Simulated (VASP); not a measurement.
Write the native input for VASP 6.6.1 that does the following.

```yaml
Task: single point
Functional: PBE
Potentials_or_basis: VASP PAW PBE potentials, release 64 (K_sv, Y_sv, Zn, C, N)
Cutoff: 520 eV
k_mesh: 6 × 6 × 6
Occupations: gaussian, width 0.1 eV
Spin: no spin polarisation
Dipole_correction: no
Further_INCAR_settings: LREAL = Auto; ALGO = Normal; EDIFF = 1e-06; NBANDS = 62
```

The structure of K2YZnC6N6 lies in POSCAR:

```
K2YZnC6N6
1.0
    0.0000000000      5.7387043370      5.7387043370
    5.7387043370      0.0000000000      5.7387043370
    5.7387043370      5.7387043370      0.0000000000
K Y Zn C N
2 1 1 6 6
Direct
    0.2500000000      0.2500000000      0.2500000000
    0.7500000000      0.7500000000      0.7500000000
    0.5000000000      0.5000000000      0.5000000000
    0.0000000000      0.0000000000      0.0000000000
    0.8075361963      0.1924638037      0.1924638037
    0.1924638037      0.8075361963      0.1924638037
    0.1924638037      0.1924638037      0.8075361963
    0.1924638037      0.8075361963      0.8075361963
    0.8075361963      0.1924638037      0.8075361963
    0.8075361963      0.8075361963      0.1924638037
    0.7046689201      0.2953310799      0.2953310799
    0.2953310799      0.7046689201      0.2953310799
    0.2953310799      0.2953310799      0.7046689201
    0.2953310799      0.7046689201      0.7046689201
    0.7046689201      0.2953310799      0.7046689201
    0.7046689201      0.7046689201      0.2953310799
```

The input as run:

INCAR

```
SYSTEM = K2YZnC6N6
PREC = Accurate ; ENCUT = 520
EDIFF = 1E-6 ; ISMEAR = 0
SIGMA = 0.1 ; LREAL = Auto
LASPH = .True. ; NELM = 100
ALGO = Normal ; ISIF = 2
LWAVE = .False. ; LCHARG = .True.
GGA = PE ; LELF = .True.
LVHAR = .True. ; NBANDS = 62
```

KPOINTS

```
regular mesh
0
Gamma
  6 6 6
  0 0 0
```

Potentials or basis: VASP PAW PBE potentials, release 64 (K_sv, Y_sv, Zn, C, N).

Launch:

```console
$ cat potpaw_PBE.64/K_sv/POTCAR potpaw_PBE.64/Y_sv/POTCAR potpaw_PBE.64/Zn/POTCAR potpaw_PBE.64/C/POTCAR potpaw_PBE.64/N/POTCAR > POTCAR
$ mpirun -np 1 vasp_std > vasp.out
```

It gave:

- Pressure: 0.3 GPa
- Largest force: 0.362 eV/Å

Run time: 24 min on 1 thread of AMD EPYC 7R13 (shared host), peak memory 0.63 GiB.
